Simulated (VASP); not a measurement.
A run of VASP 6.6.1 is set up as follows.

Contents of INCAR:

```
ALGO     = Normal         # electronic algorithm
EDIFF    = 1E-6           # SCF threshold, eV
ENCUT    = 500            # plane-wave cutoff, eV
GGA      = CA             # functional
GGA_COMPAT= False        
ISIF     = 2              # what is computed and relaxed
ISMEAR   = 1              # smearing method
LASPH    = True           # aspherical terms in the spheres
LCHARG   = True           # write CHGCAR
LELF     = True           # ELF
LREAL    = False          # projectors in reciprocal space
LVHAR    = True         
LWAVE    = False          # write WAVECAR
NBANDS   = 16             # bands
NELM     = 120            # most SCF steps
PREC     = Accurate       # precision mode
SIGMA    = 0.05           # smearing width, eV
```

File KPOINTS:

```
k-points
0
Gamma
  9 9 7
```

The input POSCAR:

```
ZrB2
1.0
    3.1454653900      0.0000000000      0.0000000000
   -1.5727326950      2.7240529344      0.0000000000
    0.0000000000      0.0000000000      3.4958658422
Zr B
1 2
Direct
    0.0000000000      0.0000000000      0.0000000000
    0.3333333333      0.6666666667      0.5000000000
    0.6666666667      0.3333333333      0.5000000000
```

Potentials or basis: VASP PAW LDA potentials, release 64 (Zr_sv, B).

Launch:

```bash
$ cat potpaw_LDA.64/Zr_sv/POTCAR potpaw_LDA.64/B/POTCAR > POTCAR
$ mpirun -np 1 vasp_std > vasp.out
```

(1) Predict the band gap on the k mesh.

(2) What does it give for the pressure?

Results:

(1) zero (band 9 reaches 11.22 eV, above the bottom of band 10 at 10.71 eV).

(2) -2.0 GPa.
